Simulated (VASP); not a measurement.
# KCl (I4/mmm) in VASP: notebook

KCl is run at these levels: r2SCAN; tasks: single point.

All numbers are computed with VASP 6.6.1; they aren't measurements. Logs are shortened: lines on timing, memory, paths and dates and some standing lists are left out, and cuts for length are marked.

## 1. The cell of the first run

The structure is tetragonal, space group I4/mmm (No. 139). The conventional cell has a = 4.820 Å, b = 4.820 Å, c = 6.060 Å, α = 90.00°, β = 90.00°, γ = 90.00°. K (site symmetry 4/mmm) has 6 Cl at 3.03 to 3.41 Å within 4.0 Å. Cl (site symmetry 4/mmm) has 6 K at 3.03 to 3.41 Å within 4.0 Å.

## 2. Single point, r2SCAN (strain +0.080 along x and y, -0.040 along z)

The input, POSCAR:

```
KCl
1.0
    0.0000000000      3.4085880000      3.0298560000
    3.4085880000      0.0000000000      3.0298560000
    3.4085880000      3.4085880000      0.0000000000
K Cl
1 1
Direct
    0.0000000000      0.0000000000      0.0000000000
    0.5000000000      0.5000000000      0.5000000000
```

The input, INCAR.step1:

```
PREC = Accurate
ENCUT = 550
ISMEAR = 0
SIGMA = 0.05
LREAL = False
LASPH = True
NELM = 120
NBANDS = 15
GGA = PE
ALGO = Normal
EDIFF = 1E-5
LWAVE = True
LCHARG = False
GGA_COMPAT = False
```

The input, INCAR.step2:

```
PREC = Accurate
ENCUT = 550
EDIFF = 1E-6
ISMEAR = 0
SIGMA = 0.05
LREAL = False
LASPH = True
NELM = 120
ALGO = Normal
ISIF = 2
LWAVE = False
LCHARG = True
METAGGA = R2SCAN
LMIXTAU = True
LELF = True
LVHAR = True
NBANDS = 15
ISTART = 1
GGA_COMPAT = False
```

The input, KPOINTS:

```
regular mesh
0
Gamma
  6 6 6
```

Potentials or basis: VASP PAW PBE potentials, release 64 (K_sv, Cl).

On the command line:

```
cat potpaw_PBE.64/K_sv/POTCAR potpaw_PBE.64/Cl/POTCAR > POTCAR
cp INCAR.step1 INCAR
mpirun -np 1 vasp_std > vasp.out
cp INCAR.step2 INCAR
mpirun -np 1 vasp_std > vasp.out
```

OUTCAR:

```text
PREC = Accurate
   ENCUT = 550
   EDIFF = 1E-6
   ISMEAR = 0
   LREAL = False
   LASPH = True
   NELM = 120
   ISIF = 2
   METAGGA = R2SCAN
   ISTART = 1

 ion  position               nearest neighbor table
   1  0.000  0.000  0.000-   2 3.03   2 3.03
   2  0.500  0.500  0.500-   1 3.03   1 3.03

  LATTYP: Found a body centered tetragonal cell.
 ALAT       =     4.8204713781
 C/A-ratio  =     1.2570787221

  Lattice vectors:

 A1 = (   0.0000000000,  -3.4085880000,  -3.0298560000)
 A2 = (   0.0000000000,   3.4085880000,  -3.0298560000)
 A3 = (   3.4085880000,   0.0000000000,   3.0298560000)

Analysis of symmetry for initial positions (statically):
=====================================================================
 Subroutine PRICEL returns:
 Original cell was already a primitive cell.

 Routine SETGRP: Setting up the symmetry group for a
 body centered tetragonal supercell.

 Subroutine GETGRP returns: Found 16 space group operations
 (whereof 16 operations were pure point group operations)
 out of a pool of 16 trial point group operations.

The static configuration has the point symmetry D_4h.

Analysis of symmetry for dynamics (positions and initial velocities):
=====================================================================
 Subroutine PRICEL returns:
 Original cell was already a primitive cell.

 Routine SETGRP: Setting up the symmetry group for a
 body centered tetragonal supercell.

 Subroutine GETGRP returns: Found 16 space group operations
 (whereof 16 operations were pure point group operations)
 out of a pool of 16 trial point group operations.

The dynamic configuration has the point symmetry D_4h.

 Subroutine INISYM returns: Found 16 space group operations
 (whereof 16 operations are pure point group operations),
 and found     1 'primitive' translations

----------------------------------------------------------------------------------------

                                     Primitive cell

  volume of cell :      70.4046

  direct lattice vectors                    reciprocal lattice vectors
     0.000000000  3.408588000  3.029856000    -0.146688306  0.146688306  0.165024344
     3.408588000  0.000000000  3.029856000     0.146688306 -0.146688306  0.165024344
     3.408588000  3.408588000  0.000000000     0.146688306  0.146688306 -0.165024344

  length of vectors
     4.560537198  4.560537198  4.820471378     0.265081030  0.265081030  0.265081030

  position of ions in fractional coordinates (direct lattice)
     0.000000000  0.000000000  0.000000000
     0.500000000  0.500000000  0.500000000

  ion indices of the primitive-cell ions
   primitive index   ion index
                 1           1
                 2           2

----------------------------------------------------------------------------------------

 KPOINTS: regular mesh

Automatic generation of k-mesh.
 Grid dimensions read from file:
 generate k-points for:    6    6    6

 Generating k-lattice:

  Cartesian coordinates                     Fractional coordinates (reciprocal lattice)
    -0.024448051  0.024448051  0.027504057     0.166666667  0.000000000  0.000000000
     0.024448051 -0.024448051  0.027504057     0.000000000  0.166666667  0.000000000
     0.024448051  0.024448051 -0.027504057     0.000000000  0.000000000  0.166666667

  Length of vectors
     0.044180172  0.044180172  0.044180172

  Shift w.r.t. Gamma in fractional coordinates (k-lattice)
     0.000000000  0.000000000  0.000000000

 Subroutine IBZKPT returns following result:
 ===========================================

 Found     30 irreducible k-points:

 Following reciprocal coordinates:
            Coordinates               Weight
  0.000000  0.000000  0.000000      1.000000
  0.166667  0.000000  0.000000      8.000000
  0.333333  0.000000  0.000000      8.000000
  0.500000  0.000000  0.000000      4.000000
  0.166667  0.166667  0.000000      2.000000
  0.333333  0.166667  0.000000      8.000000
[... 16 lines left out ...]
  0.333333  0.000000  0.333333      4.000000
  0.500000  0.000000  0.333333     16.000000
 [... further k-points ...]
   k-points           NKPTS =     30   k-points in BZ     NKDIM =     30   number of bands    NBANDS=     15
   number of dos      NEDOS =    301   number of ions     NIONS =      2
   total plane-waves  NPLWV =  51840
   dimension x,y,z NGX =    36 NGY =   36 NGZ =   40
   dimension x,y,z NGXF=    72 NGYF=   72 NGZF=   80
   ions per type =               1   1
   NGX,Y,Z   is equivalent  to a cutoff of  13.12, 13.12, 13.79 a.u.
   NGXF,Y,Z  is equivalent  to a cutoff of  26.25, 26.25, 27.59 a.u.
 SYSTEM =  unknown system
   PREC   = accura    normal or accurate (medium, high low for compatibility)
   ISTART =      1    job   : 0-new  1-cont  2-samecut
   ICHARG =      0    charge: 1-file 2-atom 10-const
   ISPIN  =      1    spin polarized calculation?
   LNONCOLLINEAR =      F non collinear calculations
   LSORBIT =      F    spin-orbit coupling
   LASPH  =      T    aspherical Exc in radial PAW
   ENCUT  =  550.0 eV  40.42 Ry    6.36 a.u.   8.72  8.72  9.22*2*pi/ulx,y,z
   NELM   =    120;   NELMIN=  2; NELMDL=  0     # of ELM steps
   EDIFF  = 0.1E-05   stopping-criterion for ELM
   LREAL  =      F    real-space projection
   EDIFFG = 0.1E-04   stopping-criterion for IOM
   NSW    =      0    number of steps for IOM
   IBRION =     -1    ionic relax: 0-MD 1-quasi-New 2-CG
   NFREE  =      0    steps in history (QN), initial steepest desc. (CG)
   ISIF   =      2    stress and relaxation
   ISYM   =      2    0-nonsym 1-usesym 2-fastsym
   POTIM  = 0.5000    time-step for ionic-motion
   TEBEG  =    0.0;   TEEND  =   0.0 temperature during run
   PSTRESS=    0.0 pullay stress
   NELECT =      16.0000    total number of electrons
   NUPDOWN=      -1.0000    fix difference up-down
   EMIN   =  10.00;   EMAX   =-10.00  energy-range for DOS
   EFERMI =   0.00;   METHOD = LEGACY
   ISMEAR =     0;   SIGMA  =   0.05  broadening in eV -4-tet -1-fermi 0-gaus
   EFERMI_NEDOS =   21; number of points for ismear=-14 and -15
   IALGO  =     38    algorithm
   IMIX   =      4    mixing-type and parameters
     AMIX     =   0.40;   BMIX     =  1.00
     AMIX_MAG =   1.60;   BMIX_MAG =  1.00
  volume/ion in A,a.u.               =      35.20       237.56
  Fermi-wavevector in a.u.,A,eV,Ry     =   0.999036  1.887904 13.579608  0.998073
  Thomas-Fermi vector in A             =   2.131299
   LORBIT       =      0    0 simple, 1 ext, 2 COOP (PROOUT), +10 PAW based schemes
   METAGGA = R2SCAN    functional components
   LHFCALC =     F    Hartree Fock is set to
   AEXX    =    0.0000 exact exchange contribution
   IVDW    =     0    specifies the selected vdW correction
   LEPSILON=     F    determine dielectric tensor
   LRPA    =     F    only Hartree local field effects (RPA)
 non-spin polarized calculation
 Gauss-broadening in eV      SIGMA  =   0.05
  energy-cutoff  :      550.00
  volume of cell :       70.40
 maximum number of plane-waves:      2078
   NGX = 17   NGY = 17   NGZ = 19

 number of electron      16.0000000 magnetization

 Free energy of the ion-electron system (eV)
  ---------------------------------------------------
  ext. energy  EPLUGINS =         0.00000000
  ---------------------------------------------------
  free energy    TOTEN  =       -16.40914052 eV

  energy without entropy =      -16.40914052  energy(sigma->0) =      -16.40914052

 E-fermi :  -2.3925     XC(G=0):  -7.3959

 val. band max:       -2.6663077446   @ k =   0.0000   0.0000   0.0000
 cond. band min:       2.6986211455   @ k =   0.0000   0.0000   0.0000
 fundamental gap:      5.3649288901
 Fermi energy:        -2.3924712294

 k-point     1 :       0.0000    0.0000    0.0000
  band No.  band energies     occupation
      1     -31.2474      2.00000
      2     -15.2630      2.00000
      3     -13.9509      2.00000
      4     -13.9509      2.00000
      5     -13.9288      2.00000
      6      -2.7151      2.00000
      7      -2.7151      2.00000
      8      -2.6663      2.00000
      9       2.6986      0.00000
     10       6.0751      0.00000
     11       6.0751      0.00000
     12       6.7492      0.00000
     13       6.9320      0.00000
     14       7.6174      0.00000
     15      10.2815      0.00000

 k-point     2 :       0.1667    0.0000    0.0000
  band No.  band energies     occupation
      1     -31.2460      2.00000
      2     -15.3111      2.00000
      3     -13.9551      2.00000
      4     -13.9493      2.00000
      5     -13.8653      2.00000
      6      -2.9487      2.00000
      7      -2.7777      2.00000
      8      -2.7579      2.00000
      9       3.2546      0.00000
     10       6.0097      0.00000
     11       6.4156      0.00000
     12       6.8470      0.00000
     13       7.2289      0.00000
     14       7.9882      0.00000
     15      11.1405      0.00000

 k-point     3 :       0.3333    0.0000    0.0000
  band No.  band energies     occupation
      1     -31.2432      2.00000
      2     -15.3964      2.00000
      3     -13.9633      2.00000
      4     -13.9523      2.00000
      5     -13.7425      2.00000
      6      -3.3809      2.00000
      7      -2.8974      2.00000
      8      -2.8952      2.00000
      9       4.4233      0.00000
     10       5.9088      0.00000
     11       7.3231      0.00000
     12       7.6042      0.00000
     13       7.9747      0.00000
     14       8.9159      0.00000
     15      10.0561      0.00000
[... 343 lines left out ...]
 k-point    23 :       0.3333    0.0000    0.3333
  band No.  band energies     occupation
      1     -31.2426      2.00000
      2     -15.2406      2.00000
      3     -13.9731      2.00000
      4     -13.9632      2.00000
      5     -13.9579      2.00000
      6      -3.2770      2.00000
      7      -2.8163      2.00000
      8      -2.8158      2.00000
      9       4.7983      0.00000
     10       4.8031      0.00000
     11       7.6627      0.00000
     12       8.0591      0.00000
     13       8.2139      0.00000
     14       8.5153      0.00000
     15       9.2693      0.00000

 k-point    24 :       0.5000    0.0000    0.3333
  band No.  band energies     occupation
      1     -31.2412      2.00000
      2     -15.2641      2.00000
      3     -14.0138      2.00000
      4     -13.9656      2.00000
      5     -13.8913      2.00000
      6      -3.2926      2.00000
      7      -2.9868      2.00000
      8      -2.8768      2.00000
      9       4.9013      0.00000
     10       5.7678      0.00000
     11       7.1586      0.00000
     12       8.2131      0.00000
     13       8.4869      0.00000
     14       8.9655      0.00000
     15       9.2666      0.00000

 [... further k-points ...]

------------------------ aborting loop because EDIFF is reached ----------------------------------------

  FORCE on cell =-STRESS in cart. coord.  units (eV):
  Direction    XX          YY          ZZ          XY          YZ          ZX
  --------------------------------------------------------------------------------------
  -------------------------------------------------------------------------------------
  Total       -0.9814306     -0.9814306      0.4557961      0.0000000      0.0000000     -0.0000000
  in kB      -22.3341358    -22.3341358     10.3724220      0.0000000      0.0000000     -0.0000000
  external PRESSURE =     -11.4319499 kB  Pullay stress =       0.0000000 kB

 VOLUME and BASIS-vectors are now :
 -----------------------------------------------------------------------------
  energy-cutoff  :      550.00
  volume of cell :       70.40
      direct lattice vectors                 reciprocal lattice vectors
     0.000000000  3.408588000  3.029856000    -0.146688306  0.146688306  0.165024344
     3.408588000  0.000000000  3.029856000     0.146688306 -0.146688306  0.165024344
     3.408588000  3.408588000  0.000000000     0.146688306  0.146688306 -0.165024344

 POSITION                                       TOTAL-FORCE (eV/Angst)
 -----------------------------------------------------------------------------------
      0.00000      0.00000      0.00000        -0.000000     -0.000000      0.000000
      3.40859      3.40859      3.02986         0.000000      0.000000      0.000000
 -----------------------------------------------------------------------------------
    total drift:                                0.000000      0.000000      0.000000

  FREE ENERGIE OF THE ION-ELECTRON SYSTEM (eV)
  ---------------------------------------------------
  free  energy   TOTEN  =       -16.4091405242 eV

  energy  without entropy=      -16.4091405242  energy(sigma->0) =      -16.40914052
```

Run time: 5.6 min. Hardware: 1 thread of AMD EPYC 7R13, shared host; peak memory 0.21 GiB.

Results:

```yaml
Free_energy: -16.4091 eV
Pressure: -1.1 GPa
Band_gap_on_the_k_mesh: 5.36 eV
```

Caveat: the cell differs from its parent crystal (strain +0.080 along x and y, -0.040 along z); the PAW data sets were made with another functional, which shifts forces and pressure a little.

[end of part 1 of 2]
